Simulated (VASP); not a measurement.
# Ga3Sb (I4/mmm) in VASP: notebook

Runs on Ga3Sb. Level: PBEsol+D3(BJ). Tasks: relaxation of cell and atoms, single point.

Program: VASP 6.6.1. These are calculated values, not measurements. Logs are shortened: lines on timing, memory, paths and dates and some standing lists are left out, and cuts for length are marked.

## Step 1: The cell of the first run

Symmetry: I4/mmm, No. 139, tetragonal system. The conventional cell has a = 4.186 Å, b = 4.186 Å, c = 8.952 Å, α = 90.00°, β = 90.00°, γ = 90.00°. Ga (site symmetry -4m2) has 8 Ga at 2.96 to 3.06 Å and 4 Sb at 3.06 Å within 3.9 Å. Ga (site symmetry 4/mmm) has 4 Sb at 2.96 Å and 8 Ga at 3.06 Å within 3.9 Å. Within 3.9 Å of Sb (site symmetry 4/mmm) lie 12 Ga at 2.96 to 3.06 Å.

## Step 2: Relaxation of cell and atoms, PBEsol+D3(BJ)

Contents of INCAR:

```
ALGO = Fast ; EDIFF = 1E-6
EDIFFG = -0.005 ; ENCUT = 600
GGA = PS ; IBRION = 2
ISIF = 3 ; ISMEAR = 0
IVDW = 12 ; LASPH = T
LCHARG = F ; LREAL = F
LWAVE = F ; NELM = 80
NSW = 100 ; PREC = Accurate
SIGMA = 0.1
```

Contents of KPOINTS:

```
k-points
0
Gamma
  14 14 14
```

Contents of POSCAR:

```
Ga3Sb
1.0
   -2.0930456793      2.0930456793      4.4761531253
    2.0930456793     -2.0930456793      4.4761531253
    2.0930456793      2.0930456793     -4.4761531253
Ga Sb
3 1
Direct
    0.7500000000      0.2500000000      0.5000000000
    0.2500000000      0.7500000000      0.5000000000
    0.5000000000      0.5000000000      0.0000000000
    0.0000000000      0.0000000000      0.0000000000
```

Potentials or basis: VASP PAW PBE potentials, release 64 (Ga_d, Sb).

The run is started by

```bash
cat potpaw_PBE.64/Ga_d/POTCAR potpaw_PBE.64/Sb/POTCAR > POTCAR
mpirun -np 1 vasp_std > vasp.out
```

OUTCAR:

```text
EDIFF = 1E-6
   EDIFFG = -0.005
   ENCUT = 600
   GGA = PS
   IBRION = 2
   ISIF = 3
   ISMEAR = 0
   IVDW = 12
   LASPH = T
   LREAL = F
   NELM = 80
   NSW = 100
   PREC = Accurate
 IVDW          = 12

 ion  position               nearest neighbor table
   1  0.750  0.250  0.500-   4 3.06   4 3.06   4 3.06   4 3.06
   2  0.250  0.750  0.500-   4 3.06   4 3.06   4 3.06   4 3.06
   3  0.500  0.500  0.000-   4 2.96   4 2.96   4 2.96   4 2.96
   4  0.000  0.000  0.000-   3 2.96   3 2.96   3 2.96   3 2.96   2 3.06   1 3.06   2 3.06   1 3.06
                             1 3.06   1 3.06   2 3.06   2 3.06

  LATTYP: Found a body centered tetragonal cell.
 ALAT       =     4.1860913586
 C/A-ratio  =     2.1385835816

  Lattice vectors:

 A1 = (  -2.0930456793,   2.0930456793,   4.4761531253)
 A2 = (   2.0930456793,  -2.0930456793,   4.4761531253)
 A3 = (   2.0930456793,   2.0930456793,  -4.4761531253)

Analysis of symmetry for initial positions (statically):
=====================================================================
 Subroutine PRICEL returns:
 Original cell was already a primitive cell.

 Routine SETGRP: Setting up the symmetry group for a
 body centered tetragonal supercell.

 Subroutine GETGRP returns: Found 16 space group operations
 (whereof 16 operations were pure point group operations)
 out of a pool of 16 trial point group operations.

The static configuration has the point symmetry D_4h.

Analysis of symmetry for dynamics (positions and initial velocities):
=====================================================================
 Subroutine PRICEL returns:
 Original cell was already a primitive cell.

 Routine SETGRP: Setting up the symmetry group for a
 body centered tetragonal supercell.

 Subroutine GETGRP returns: Found 16 space group operations
 (whereof 16 operations were pure point group operations)
 out of a pool of 16 trial point group operations.

The dynamic configuration has the point symmetry D_4h.

 Subroutine INISYM returns: Found 16 space group operations
 (whereof 16 operations are pure point group operations),
 and found     1 'primitive' translations

----------------------------------------------------------------------------------------

                                     Primitive cell

  volume of cell :      78.4372

  direct lattice vectors                    reciprocal lattice vectors
    -2.093045679  2.093045679  4.476153125     0.000000000  0.238886330  0.111703060
     2.093045679 -2.093045679  4.476153125     0.238886330  0.000000000  0.111703060
     2.093045679  2.093045679 -4.476153125     0.238886330  0.238886330  0.000000000

  length of vectors
     5.366342072  5.366342072  5.366342072     0.263712442  0.263712442  0.337836287

  position of ions in fractional coordinates (direct lattice)
     0.750000000  0.250000000  0.500000000
     0.250000000  0.750000000  0.500000000
     0.500000000  0.500000000  0.000000000
     0.000000000  0.000000000  0.000000000

  ion indices of the primitive-cell ions
   primitive index   ion index
                 1           1
                 2           2
                 3           3
                 4           4

----------------------------------------------------------------------------------------

 KPOINTS: k-points

Automatic generation of k-mesh.
 Grid dimensions read from file:
 generate k-points for:   14   14   14

 Generating k-lattice:

  Cartesian coordinates                     Fractional coordinates (reciprocal lattice)
     0.000000000  0.017063309  0.007978790     0.071428571  0.000000000 -0.000000000
     0.017063309  0.000000000  0.007978790     0.000000000  0.071428571 -0.000000000
     0.017063309  0.017063309  0.000000000     0.000000000  0.000000000  0.071428571

  Length of vectors
     0.018836603  0.018836603  0.024131163

  Shift w.r.t. Gamma in fractional coordinates (k-lattice)
     0.000000000  0.000000000  0.000000000

 Subroutine IBZKPT returns following result:
 ===========================================

 Found    244 irreducible k-points:

 Following reciprocal coordinates:
            Coordinates               Weight
  0.000000  0.000000  0.000000      1.000000
  0.071429 -0.000000  0.000000      8.000000
  0.142857  0.000000  0.000000      8.000000
  0.214286 -0.000000  0.000000      8.000000
  0.285714 -0.000000  0.000000      8.000000
  0.357143 -0.000000  0.000000      8.000000
[... 16 lines left out ...]
  0.214286  0.142857  0.000000     16.000000
  0.285714  0.142857  0.000000     16.000000
 [... further k-points ...]
   k-points           NKPTS =    244   k-points in BZ     NKDIM =    244   number of bands    NBANDS=     26
   number of dos      NEDOS =    301   number of ions     NIONS =      4
   total plane-waves  NPLWV = 110592
   dimension x,y,z NGX =    48 NGY =   48 NGZ =   48
   dimension x,y,z NGXF=    96 NGYF=   96 NGZF=   96
   ions per type =               3   1
   NGX,Y,Z   is equivalent  to a cutoff of  14.87, 14.87, 14.87 a.u.
   NGXF,Y,Z  is equivalent  to a cutoff of  29.74, 29.74, 29.74 a.u.
 SYSTEM =  unknown system
   PREC   = accura    normal or accurate (medium, high low for compatibility)
   ISTART =      0    job   : 0-new  1-cont  2-samecut
   ICHARG =      2    charge: 1-file 2-atom 10-const
   ISPIN  =      1    spin polarized calculation?
   LNONCOLLINEAR =      F non collinear calculations
   LSORBIT =      F    spin-orbit coupling
   LASPH  =      T    aspherical Exc in radial PAW
   ENCUT  =  600.0 eV  44.10 Ry    6.64 a.u.  10.72 10.72 10.72*2*pi/ulx,y,z
   NELM   =     80;   NELMIN=  2; NELMDL= -5     # of ELM steps
   EDIFF  = 0.1E-05   stopping-criterion for ELM
   LREAL  =      F    real-space projection
   EDIFFG = -.5E-02   stopping-criterion for IOM
   NSW    =    100    number of steps for IOM
   IBRION =      2    ionic relax: 0-MD 1-quasi-New 2-CG
   NFREE  =      1    steps in history (QN), initial steepest desc. (CG)
   ISIF   =      3    stress and relaxation
   ISYM   =      2    0-nonsym 1-usesym 2-fastsym
   POTIM  = 0.5000    time-step for ionic-motion
   TEBEG  =    0.0;   TEEND  =   0.0 temperature during run
   PSTRESS=    0.0 pullay stress
   NELECT =      44.0000    total number of electrons
   NUPDOWN=      -1.0000    fix difference up-down
   EMIN   =  10.00;   EMAX   =-10.00  energy-range for DOS
   EFERMI =   0.00;   METHOD = LEGACY
   ISMEAR =     0;   SIGMA  =   0.10  broadening in eV -4-tet -1-fermi 0-gaus
   EFERMI_NEDOS =   21; number of points for ismear=-14 and -15
   IALGO  =     68    algorithm
   IMIX   =      4    mixing-type and parameters
     AMIX     =   0.40;   BMIX     =  1.00
     AMIX_MAG =   1.60;   BMIX_MAG =  1.00
  volume/ion in A,a.u.               =      19.61       132.33
  Fermi-wavevector in a.u.,A,eV,Ry     =   1.350159  2.551431 24.802462  1.822930
  Thomas-Fermi vector in A             =   2.477687
   LORBIT       =      0    0 simple, 1 ext, 2 COOP (PROOUT), +10 PAW based schemes
   GGA     = PS    functional components
   LHFCALC =     F    Hartree Fock is set to
   AEXX    =    0.0000 exact exchange contribution
   IVDW    =    12    specifies the selected vdW correction
   LEPSILON=     F    determine dielectric tensor
   LRPA    =     F    only Hartree local field effects (RPA)
 conjugate gradient relaxation of ions
 non-spin polarized calculation
 RMM-DIIS sequential band-by-band and
 Gauss-broadening in eV      SIGMA  =   0.10
  energy-cutoff  :      600.00
  volume of cell :       78.44
 maximum number of plane-waves:      2658
 NGX is ok and might be reduce to    48
   NGX = 21   NGY = 21   NGZ = 21

--------------------------------------- Ionic step        1  -------------------------------------------

 number of electron      44.0000009 magnetization

 Free energy of the ion-electron system (eV)
  ---------------------------------------------------
  ext. energy  EPLUGINS =         0.00000000
  ---------------------------------------------------
  free energy    TOTEN  =       -14.26905172 eV

  energy without entropy =      -14.26140167  energy(sigma->0) =      -14.26522670

------------------------ aborting loop because EDIFF is reached ----------------------------------------

 Edisp (eV)   -1.49848

 E8    (eV) :    -1.0359

  FORCE on cell =-STRESS in cart. coord.  units (eV):
  Direction    XX          YY          ZZ          XY          YZ          ZX
  --------------------------------------------------------------------------------------
  -------------------------------------------------------------------------------------
  Total       0.02254     0.02254     0.01865     0.00000    -0.00000    -0.00000
  in kB       0.46044     0.46044     0.38099     0.00000    -0.00000    -0.00000
  external pressure =        0.43 kB  Pullay stress =        0.00 kB
[... 107 lines left out ...]
  energy  without entropy=      -15.7598754955  energy(sigma->0) =      -15.76370491

--------------------------------------- Ionic step        4  -------------------------------------------

 number of electron      44.0000009 magnetization

 Free energy of the ion-electron system (eV)
  ---------------------------------------------------
  ext. energy  EPLUGINS =         0.00000000
  ---------------------------------------------------
  free energy    TOTEN  =       -14.26998039 eV

  energy without entropy =      -14.26231987  energy(sigma->0) =      -14.26615013

 E-fermi :   7.0791     XC(G=0): -11.1791

 val. band max:        7.0743720403   @ k =   0.4286   0.2143   0.0000
 cond. band min:       7.0928012437   @ k =  -0.1429  -0.2143   0.1429
 fundamental gap:      0.0184292034
 Fermi energy:         7.0790858192

 k-point     1 :       0.0000    0.0000    0.0000
  band No.  band energies     occupation
      1      -7.9181      2.00000
      2      -7.8756      2.00000
      3      -7.8451      2.00000
      4      -7.7956      2.00000
      5      -7.7956      2.00000
      6      -7.7933      2.00000
[... 685 lines left out ...]
     25      10.2413      0.00000
     26      10.8911      0.00000

 [... further k-points ...]

------------------------ aborting loop because EDIFF is reached ----------------------------------------

 Edisp (eV)   -1.49755

 E8    (eV) :    -1.0352

  FORCE on cell =-STRESS in cart. coord.  units (eV):
  Direction    XX          YY          ZZ          XY          YZ          ZX
  --------------------------------------------------------------------------------------
  -------------------------------------------------------------------------------------
  Total      -0.00514    -0.00514    -0.00842     0.00000     0.00000    -0.00000
  in kB      -0.10488    -0.10488    -0.17194     0.00000     0.00000    -0.00000
  external pressure =       -0.13 kB  Pullay stress =        0.00 kB
[... 19 lines left out ...]
  FREE ENERGIE OF THE ION-ELECTRON SYSTEM (eV)
  ---------------------------------------------------
  free  energy   TOTEN  =       -15.7675343580 eV

  energy  without entropy=      -15.7598738475  energy(sigma->0) =      -15.76370410

 reached required accuracy - stopping structural energy minimisation
```

It took 56 min on 1 thread of Oxide Virtual Turin-like, shared host; peak memory 0.71 GiB.

Results:

```yaml
Free_energy: -15.7675 eV
Relaxed_volume: 19.62 Å³/atom
Relaxed_cell: a = 5.367 Å, b = 5.367 Å, c = 5.367 Å, α = 134.09°, β = 134.09°, γ = 66.95°
Space_group_after_relaxing_to_0.1_Å: I4/mmm (No. 139)
Energy_gained_by_relaxing: 0.0 meV/atom
Ionic_steps: 4
Pressure_after_relaxing: 0.0 GPa
Band_gap_on_the_k_mesh: zero (bands 22 and 23 overlap by 5.05 eV)
Dispersion_energy_per_atom: -0.374 eV
```

Final structure:
```xyz
4
Lattice="-2.0935 2.0935 4.4769 2.0935 -2.0935 4.4769 2.0935 2.0935 -4.4769" Properties=species:S:1:pos:R:3 pbc="T T T"
Ga    0.0000    2.0935    2.2385
Ga    2.0935    0.0000    2.2385
Ga    0.0000    0.0000    4.4769
Sb    2.0935   -2.0935    4.4769
```

Caveat: the PAW data sets were made with another functional, which shifts forces and pressure a little; spin-orbit coupling is left out, which moves the levels of the heavy elements.

## Step 3: Single point, PBEsol+D3(BJ)

Contents of INCAR:

```
ALGO = Fast
EDIFF = 1E-7
ENCUT = 520
GGA = PS
ISIF = 2
ISMEAR = 0
IVDW = 12
LASPH = T
LCHARG = F
LREAL = F
LWAVE = F
NBANDS = 30
NELM = 60
PREC = Accurate
SIGMA = 0.1
```

KPOINTS is that of step 2.

POSCAR is that of step 2.

Potentials or basis: VASP PAW PBE potentials, release 64 (Ga_d, Sb).

The run is started by

```bash
cat potpaw_PBE.64/Ga_d/POTCAR potpaw_PBE.64/Sb/POTCAR > POTCAR
mpirun -np 1 vasp_std > vasp.out
```

It took 23 min on 1 thread of Oxide Virtual Turin-like, shared host; peak memory 0.56 GiB.

Results (log left out):

```
Free energy                : -15.7678 eV
Pressure                   : 0.1 GPa
Band gap on the k mesh     : zero (bands 22 and 23 overlap by 5.06 eV)
Dispersion energy per atom : -0.375 eV
```

Levels at points of the mesh, in eV from the Fermi level:
```
           k point  band 18  band 19  band 20  band 21  band 22  band 23  band 24  band 25  band 26  band 27
(0.00, 0.00, 0.00)    -4.26    -2.76    -2.07    -2.07    -1.72    -0.56    -0.56     0.71     0.87     4.45
(0.50, 0.00, 0.00)    -5.62    -5.35    -1.22    -0.43    -0.34     0.15     1.92     3.08     3.41     3.63
(0.50, 0.50, 0.00)    -6.06    -5.39    -5.33    -4.72    -0.20     0.27     0.27     1.01     7.50     7.65
(0.50, 0.50, 0.50)    -3.74    -3.50    -3.50    -2.47     2.57     3.04     3.04     4.02     4.98     5.17
```

Caveat: the PAW data sets were made with another functional, which shifts forces and pressure a little; spin-orbit coupling is left out, which moves the levels of the heavy elements.

(Continued in part 2 of 2.)
